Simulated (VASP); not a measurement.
# Lu (P6/mmm) in VASP: further runs

Runs on Lu. Level: PBE. Tasks: single point.

Everything below comes from runs of VASP 6.6.1. Logs are shortened: lines on timing, memory, paths and dates and some standing lists are left out, and cuts for length are marked.

## (1) The cell of the first run

The structure is hexagonal, space group P6/mmm (No. 191). The conventional cell has a = 2.606 Å, b = 2.606 Å, c = 2.492 Å, α = 90.00°, β = 90.00°, γ = 120.00°. Within 3.3 Å of Lu (site symmetry 6/mmm) lie 8 Lu at 2.49 to 2.61 Å.

This isn't the form of Lu at room conditions, which is hcp.

## (2) Single point, PBE

Contents of INCAR:

```
SYSTEM = Lu
ALGO = Normal ; EDIFF = 1E-6
ENCUT = 520 ; GGA = PE
ISIF = 2 ; ISMEAR = -1
LASPH = .TRUE. ; LCHARG = .FALSE.
LREAL = .FALSE. ; LWAVE = .FALSE.
NBANDS = 18 ; NELM = 60
PREC = Accurate ; SIGMA = 0.05
```

Contents of KPOINTS:

```
k-points
0
G
  17 17 15
  0 0 0
```

Contents of POSCAR:

```
Lu
1.0
    2.6057497699      0.0000000000      0.0000000000
   -1.3028748850      2.2566454967      0.0000000000
    0.0000000000      0.0000000000      2.4917486549
Lu
1
Direct
    0.0000000000      0.0000000000      0.0000000000
```

Potentials or basis: VASP PAW PBE potentials, release 64 (Lu).

On the command line:

```console
$ cat potpaw_PBE.64/Lu/POTCAR > POTCAR
$ mpirun -np 1 vasp_std > vasp.out
```

OUTCAR:

```text
SYSTEM = Lu
   EDIFF = 1E-6
   ENCUT = 520
   GGA = PE
   ISIF = 2
   ISMEAR = -1
   LASPH = .TRUE.
   LREAL = .FALSE.
   NELM = 60
   PREC = Accurate

 ion  position               nearest neighbor table
   1  0.000  0.000  0.000-

  LATTYP: Found a hexagonal cell.
 ALAT       =     2.6057497699
 C/A-ratio  =     0.9562501679

  Lattice vectors:

 A1 = (   2.6057497699,   0.0000000000,   0.0000000000)
 A2 = (  -1.3028748850,   2.2566454967,   0.0000000000)
 A3 = (   0.0000000000,   0.0000000000,   2.4917486549)

Analysis of symmetry for initial positions (statically):
=====================================================================
 Subroutine PRICEL returns:
 Original cell was already a primitive cell.

 Routine SETGRP: Setting up the symmetry group for a
 hexagonal supercell.

 Subroutine GETGRP returns: Found 24 space group operations
 (whereof 24 operations were pure point group operations)
 out of a pool of 24 trial point group operations.

The static configuration has the point symmetry D_6h.

Analysis of symmetry for dynamics (positions and initial velocities):
=====================================================================
 Subroutine PRICEL returns:
 Original cell was already a primitive cell.

 Routine SETGRP: Setting up the symmetry group for a
 hexagonal supercell.

 Subroutine GETGRP returns: Found 24 space group operations
 (whereof 24 operations were pure point group operations)
 out of a pool of 24 trial point group operations.

The dynamic configuration has the point symmetry D_6h.

 Subroutine INISYM returns: Found 24 space group operations
 (whereof 24 operations are pure point group operations),
 and found     1 'primitive' translations

----------------------------------------------------------------------------------------

                                     Primitive cell

  volume of cell :      14.6521

  direct lattice vectors                    reciprocal lattice vectors
     2.605749770  0.000000000  0.000000000     0.383766704  0.221567810  0.000000000
    -1.302874885  2.256645497  0.000000000     0.000000000  0.443135619  0.000000000
     0.000000000  0.000000000  2.491748655     0.000000000  0.000000000  0.401324587

  length of vectors
     2.605749770  2.605749770  2.491748655     0.443135619  0.443135619  0.401324587

  position of ions in fractional coordinates (direct lattice)
     0.000000000  0.000000000  0.000000000

  ion indices of the primitive-cell ions
   primitive index   ion index
                 1           1

----------------------------------------------------------------------------------------

 KPOINTS: k-points

Automatic generation of k-mesh.
 Grid dimensions read from file:
 generate k-points for:   17   17   15

 Generating k-lattice:

  Cartesian coordinates                     Fractional coordinates (reciprocal lattice)
     0.022574512  0.013033401  0.000000000     0.058823529 -0.000000000  0.000000000
     0.000000000  0.026066801  0.000000000     0.000000000  0.058823529  0.000000000
     0.000000000  0.000000000  0.026754972     0.000000000  0.000000000  0.066666667

  Length of vectors
     0.026066801  0.026066801  0.026754972

  Shift w.r.t. Gamma in fractional coordinates (k-lattice)
     0.000000000  0.000000000  0.000000000

 Subroutine IBZKPT returns following result:
 ===========================================

 Found    264 irreducible k-points:

 Following reciprocal coordinates:
            Coordinates               Weight
  0.000000  0.000000  0.000000      1.000000
  0.058824 -0.000000  0.000000      6.000000
  0.117647 -0.000000  0.000000      6.000000
  0.176471  0.000000  0.000000      6.000000
  0.235294 -0.000000  0.000000      6.000000
  0.294118  0.000000  0.000000      6.000000
[... 16 lines left out ...]
  0.411765  0.117647  0.000000     12.000000
  0.176471  0.176471  0.000000      6.000000
 [... further k-points ...]
   k-points           NKPTS =    264   k-points in BZ     NKDIM =    264   number of bands    NBANDS=     18
   number of dos      NEDOS =    301   number of ions     NIONS =      1
   total plane-waves  NPLWV =   8000
   dimension x,y,z NGX =    20 NGY =   20 NGZ =   20
   dimension x,y,z NGXF=    40 NGYF=   40 NGZF=   40
   ions per type =               1
   NGX,Y,Z   is equivalent  to a cutoff of  12.76, 12.76, 13.34 a.u.
   NGXF,Y,Z  is equivalent  to a cutoff of  25.52, 25.52, 26.69 a.u.
 SYSTEM =  Lu
   PREC   = accura    normal or accurate (medium, high low for compatibility)
   ISTART =      0    job   : 0-new  1-cont  2-samecut
   ICHARG =      2    charge: 1-file 2-atom 10-const
   ISPIN  =      1    spin polarized calculation?
   LNONCOLLINEAR =      F non collinear calculations
   LSORBIT =      F    spin-orbit coupling
   LASPH  =      T    aspherical Exc in radial PAW
   ENCUT  =  520.0 eV  38.22 Ry    6.18 a.u.   4.84  4.84  4.63*2*pi/ulx,y,z
   NELM   =     60;   NELMIN=  2; NELMDL= -5     # of ELM steps
   EDIFF  = 0.1E-05   stopping-criterion for ELM
   LREAL  =      F    real-space projection
   EDIFFG = 0.1E-04   stopping-criterion for IOM
   NSW    =      0    number of steps for IOM
   IBRION =     -1    ionic relax: 0-MD 1-quasi-New 2-CG
   NFREE  =      0    steps in history (QN), initial steepest desc. (CG)
   ISIF   =      2    stress and relaxation
   ISYM   =      2    0-nonsym 1-usesym 2-fastsym
   POTIM  = 0.5000    time-step for ionic-motion
   TEBEG  =    0.0;   TEEND  =   0.0 temperature during run
   PSTRESS=    0.0 pullay stress
   NELECT =      25.0000    total number of electrons
   NUPDOWN=      -1.0000    fix difference up-down
   EMIN   =  10.00;   EMAX   =-10.00  energy-range for DOS
   EFERMI =   0.00;   METHOD = LEGACY
   ISMEAR =    -1;   SIGMA  =   0.05  broadening in eV -4-tet -1-fermi 0-gaus
   EFERMI_NEDOS =   21; number of points for ismear=-14 and -15
   IALGO  =     38    algorithm
   IMIX   =      4    mixing-type and parameters
     AMIX     =   0.40;   BMIX     =  1.00
     AMIX_MAG =   1.60;   BMIX_MAG =  1.00
  volume/ion in A,a.u.               =      14.65        98.88
  Fermi-wavevector in a.u.,A,eV,Ry     =   1.956237  3.696751 52.067620  3.826862
  Thomas-Fermi vector in A             =   2.982391
   LORBIT       =      0    0 simple, 1 ext, 2 COOP (PROOUT), +10 PAW based schemes
   GGA     = PE    functional components
   LHFCALC =     F    Hartree Fock is set to
   AEXX    =    0.0000 exact exchange contribution
   IVDW    =     0    specifies the selected vdW correction
   LEPSILON=     F    determine dielectric tensor
   LRPA    =     F    only Hartree local field effects (RPA)
 non-spin polarized calculation
  energy-cutoff  :      520.00
  volume of cell :       14.65
 maximum number of plane-waves:       405
 NGX is ok and might be reduce to    20
   NGX =  9   NGY =  9   NGZ =  9

 number of electron      24.9999986 magnetization

 Free energy of the ion-electron system (eV)
  ---------------------------------------------------
  ext. energy  EPLUGINS =         0.00000000
  ---------------------------------------------------
  free energy    TOTEN  =        -1.21795008 eV

  energy without entropy =       -1.20869125  energy(sigma->0) =       -1.21332067

 E-fermi :   5.2650     XC(G=0): -14.5507

 val. band max:        5.2516203133   @ k =   0.2353   0.0588   0.3333
 cond. band min:       5.2738580879   @ k =   0.1765   0.0000   0.4667
 fundamental gap:      0.0222377746
 Fermi energy:         5.2649644702

 k-point     1 :       0.0000    0.0000    0.0000
  band No.  band energies     occupation
      1     -50.9086      2.00000
      2     -19.6468      2.00000
      3     -19.4612      2.00000
      4     -19.4612      2.00000
      5      -1.3954      2.00000
      6       0.0794      2.00000
[... 10 lines left out ...]
     17      18.1957      0.00000
     18      19.8541      0.00000

 k-point     2 :       0.0588   -0.0000    0.0000
  band No.  band energies     occupation
      1     -50.8893      2.00000
      2     -19.6392      2.00000
      3     -19.6285      2.00000
      4     -19.4963      2.00000
      5      -1.1660      2.00000
      6       0.0856      2.00000
[... 10 lines left out ...]
     17      18.1275      0.00000
     18      20.4370      0.00000

 k-point     3 :       0.1176   -0.0000    0.0000
  band No.  band energies     occupation
      1     -50.8337      2.00000
      2     -20.1275      2.00000
      3     -19.5960      2.00000
      4     -19.5756      2.00000
      5      -0.5516      2.00000
      6       0.1088      2.00000
[... 10 lines left out ...]
     17      17.9362      0.00000
     18      22.0052      0.00000

 k-point     4 :       0.1765    0.0000    0.0000
  band No.  band energies     occupation
      1     -50.7484      2.00000
      2     -20.8161      2.00000
      3     -19.7438      2.00000
      4     -19.4946      2.00000
      5       0.0717      2.00000
      6       0.3022      2.00000
[... 10 lines left out ...]
     17      17.6577      0.00000
     18      24.1578      0.00000

 k-point     5 :       0.2353   -0.0000    0.0000
  band No.  band energies     occupation
      1     -50.6440      2.00000
      2     -21.5802      2.00000
      3     -19.9172      2.00000
      4     -19.3954      2.00000
      5       0.1484      2.00000
      6       0.3237      2.00000
[... 10 lines left out ...]
     17      17.3384      0.00000
     18      23.6735      0.00000

 k-point     6 :       0.2941    0.0000    0.0000
  band No.  band energies     occupation
      1     -50.5340      2.00000
      2     -22.3120      2.00000
      3     -20.0916      2.00000
      4     -19.2910      2.00000
      5       0.1923      2.00000
      6       0.3079      2.00000
[... 307 lines left out ...]
 k-point    21 :       0.2941    0.1176    0.0000
  band No.  band energies     occupation
      1     -50.4057      2.00000
      2     -22.8754      2.00000
      3     -20.5963      2.00000
      4     -19.1694      2.00000
      5       0.2135      2.00000
      6       0.3848      2.00000
[... 10 lines left out ...]
     17      15.9608      0.00000
     18      22.2443      0.00000

 k-point    22 :       0.3529    0.1176    0.0000
  band No.  band energies     occupation
      1     -50.3338      2.00000
      2     -23.2552      2.00000
      3     -20.7519      2.00000
      4     -19.1013      2.00000
      5       0.1993      2.00000
      6       0.3501      2.00000
[... 10 lines left out ...]
     17      16.9505      0.00000
     18      22.4706      0.00000

 k-point    23 :       0.4118    0.1176    0.0000
  band No.  band energies     occupation
      1     -50.2949      2.00000
      2     -23.4544      2.00000
      3     -20.8338      2.00000
      4     -19.0645      2.00000
      5       0.1933      2.00000
      6       0.3296      2.00000
[... 10 lines left out ...]
     17      18.1947      0.00000
     18      21.4810      0.00000

 k-point    24 :       0.1765    0.1765    0.0000
  band No.  band energies     occupation
      1     -50.5092      2.00000
      2     -22.2257      2.00000
      3     -20.4592      2.00000
      4     -19.2676      2.00000
      5       0.2539      2.00000
      6       0.3235      2.00000
[... 10 lines left out ...]
     17      16.1931      0.00000
     18      23.0214      0.00000

 [... further k-points ...]

------------------------ aborting loop because EDIFF is reached ----------------------------------------

  FORCE on cell =-STRESS in cart. coord.  units (eV):
  Direction    XX          YY          ZZ          XY          YZ          ZX
  --------------------------------------------------------------------------------------
  -------------------------------------------------------------------------------------
  Total        9.3871627      9.3871627      9.4173695     -0.0000000     -0.0000000     -0.0000000
  in kB     1026.4661828   1026.4661829   1029.7692311     -0.0000000     -0.0000000     -0.0000000
  external PRESSURE =    1027.5671989 kB  Pullay stress =       0.0000000 kB

 VOLUME and BASIS-vectors are now :
 -----------------------------------------------------------------------------
  energy-cutoff  :      520.00
  volume of cell :       14.65
      direct lattice vectors                 reciprocal lattice vectors
     2.605749770  0.000000000  0.000000000     0.383766704  0.221567810  0.000000000
    -1.302874885  2.256645497  0.000000000     0.000000000  0.443135619  0.000000000
     0.000000000  0.000000000  2.491748655     0.000000000  0.000000000  0.401324587

 POSITION                                       TOTAL-FORCE (eV/Angst)
 -----------------------------------------------------------------------------------
      0.00000      0.00000      0.00000         0.000000      0.000000      0.000000
 -----------------------------------------------------------------------------------
    total drift:                               -0.000000      0.000000     -0.000000

  FREE ENERGIE OF THE ION-ELECTRON SYSTEM (eV)
  ---------------------------------------------------
  free  energy   TOTEN  =        -1.2179500831 eV

  energy  without entropy=       -1.2086912482  energy(sigma->0) =       -1.21332067
```

Run time: 43 s. Hardware: 1 thread of AMD EPYC 9R45 (Zen 5), shared host; peak memory 0.16 GiB.

Results:

| Item | Value |
| --- | --- |
| Free energy | -1.2180 eV |
| Pressure | 102.8 GPa |
| Band gap on the k mesh | zero (an odd number of electrons rules out a gap without spin polarisation) |

Levels at points of the mesh, in eV from the Fermi level:
```tsv
k point	band 9	band 10	band 11	band 12	band 13	band 14	band 15	band 16	band 17	band 18
(0.00, 0.00, 0.00)	-4.65	-4.65	-4.63	-4.39	-2.01	2.93	2.93	12.93	12.93	14.59
```

Caveat: the cell stands under pressure; spin-orbit coupling is left out, which moves the levels of the heavy elements.

[end of part 1 of 2]
